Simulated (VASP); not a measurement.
Wanted: the native input for a VASP 6.6.1 run.

| Item | Value |
| --- | --- |
| Task | single point |
| Functional | PBE |
| Potentials or basis | VASP PAW PBE potentials, release 64 (Te) |
| Cutoff | 500 eV |
| k mesh | 6 × 6 × 4 |
| Occupations | fermi-dirac, width 0.02 eV |
| Spin | no spin polarisation |
| Dipole correction | no |
| Further INCAR settings | ALGO = Normal; EDIFF = 1e-06; NBANDS = 16 |

The structure of Te lies in POSCAR:

```
Te
1.0
    4.4712577270      0.0000000000      0.0000000000
   -2.2356288635      3.8722227785      0.0000000000
    0.0000000000      0.0000000000      5.9487470213
Te
3
Direct
    0.2641920653      0.0000000000      0.3333333333
    0.0000000000      0.2641920653      0.6666666667
    0.7358079347      0.7358079347      0.0000000000
```

These files were run (other wordings do the same):

INCAR

```
SYSTEM = Te
  PREC = Accurate
  ENCUT = 500
  EDIFF = 1E-6
  ISMEAR = -1
  SIGMA = 0.02
  LREAL = .False.
  LASPH = .True.
  NELM = 120
  ALGO = Normal
  ISIF = 2
  LWAVE = .False.
  LCHARG = .False.
  GGA = PE
  NBANDS = 16
  GGA_COMPAT = .False.
```

KPOINTS

```
regular mesh
0
Gamma
  6 6 4
  0 0 0
```

Potentials or basis: VASP PAW PBE potentials, release 64 (Te).

Launch:

```console
$ cat potpaw_PBE.64/Te/POTCAR > POTCAR
$ mpirun -np 1 vasp_std > vasp.out
```

It gave:

| Quantity | Value |
| --- | --- |
| Pressure | 1.4 GPa |
| Largest force | 0.229 eV/Å |
| Band gap on the k mesh | 0.16 eV |

Caveat: spin-orbit coupling is left out, which moves the levels of the heavy elements.

It took 72 s on 1 thread of AMD EPYC 7R13 (shared host), peak memory 0.2 GiB.
